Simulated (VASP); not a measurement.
A run of VASP 6.6.1 is set up as follows.

Contents of INCAR:

```
SYSTEM = Nb2Ag
ALGO = Fast ; EDIFF = 1E-6
ENCUT = 520 ; GGA = PE
ISIF = 2 ; ISMEAR = 0
LASPH = .TRUE. ; LCHARG = .TRUE.
LELF = .TRUE. ; LREAL = .FALSE.
LVHAR = .TRUE. ; LWAVE = .FALSE.
NBANDS = 46 ; NELM = 100
PREC = Accurate ; SIGMA = 0.1
```

Contents of KPOINTS:

```
k-points
0
G
  8 8 8
  0 0 0
```

File POSCAR:

```
Nb2Ag
1.0
    0.0000000000      3.8276743123      3.8276743123
    3.8276743123      0.0000000000      3.8276743123
    3.8276743123      3.8276743123      0.0000000000
Nb Ag
4 2
Direct
    0.1250000000      0.1250000000      0.1250000000
    0.6250000000      0.1250000000      0.1250000000
    0.1250000000      0.1250000000      0.6250000000
    0.1250000000      0.6250000000      0.1250000000
    0.5000000000      0.5000000000      0.5000000000
    0.7500000000      0.7500000000      0.7500000000
```

Potentials or basis: VASP PAW PBE potentials, release 64 (Nb_sv, Ag).

Launch:

```console
$ cat potpaw_PBE.64/Nb_sv/POTCAR potpaw_PBE.64/Ag/POTCAR > POTCAR
$ mpirun -np 1 vasp_std > vasp.out
```

Problem. Predict the pressure.

Solution. -0.2 GPa.

Problem. Estimate the band gap on the k mesh.

Solution. Zero (bands 37 and 38 overlap by 2.50 eV).
